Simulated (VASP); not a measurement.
Li2IF:

```
F I Li
1.0
     1.55058    0.89523    5.06419
    -1.55058    0.89523    5.06419
     0.00000   -1.79046    5.06419
F I Li
1 1 2
Direct
  0.00000 0.00000 0.00000
  0.50000 0.50000 0.50000
  0.25000 0.25000 0.25000
  0.75000 0.75000 0.75000
```

* Program: VASP 6.6.1
* Task: relaxation of cell and atoms
* Functional: PBE
* Potentials or basis: VASP PAW PBE potentials, release 64 (F, I, Li_sv)
* Cutoff: 600 eV
* k mesh: 8 × 8 × 8
* Occupations: fermi-dirac, width 0.02 eV
* Spin: no spin polarisation

At the start: pressure 65.1 GPa; volume 10.54 Å³/atom.

Question: Where does the relaxation end?

Answer: Over 11 steps the energy falls by 1197.7 meV/atom and the volume is 17.07 Å³/atom (+61.8 %); space group R-3m (No. 166, to 0.1 Å) before and after.

Step by step:
```csv
step,energy change (eV),largest force (eV/Å),pressure (GPa),volume (Å³)
1,0.0000,4.5091,65.09,42.18
2,-4.6748,0.3789,-2.86,73.99
3,-4.6921,0.5886,0.14,69.62
4,-4.6971,0.5261,-0.75,70.82
5,-4.7270,0.4515,-0.43,70.12
6,-4.7785,0.2060,0.58,68.06
7,-4.7819,0.1111,0.99,67.31
8,-4.7894,0.0095,-0.24,68.73
9,-4.7894,0.0004,-0.14,68.61
10,-4.7904,0.0024,-0.07,68.43
11,-4.7908,0.0042,-0.01,68.26
```

Final structure:
```
F I Li
1.0
     1.84905    1.06755    5.76369
    -1.84905    1.06755    5.76369
     0.00000   -2.13510    5.76369
F I Li
1 1 2
Cartesian
  0.0000 0.0000 0.0000
  0.0000 0.0000 8.6455
  0.0000 0.0000 4.7076
  0.0000 0.0000 12.5834
```

Caveat: the cutoff is under 1.25 times the usual one of these potentials, so pressure, stress and relaxed cells hold a basis-set (Pulay) error; the volume moved by over 15 % at a fixed basis, so the end points are rough.
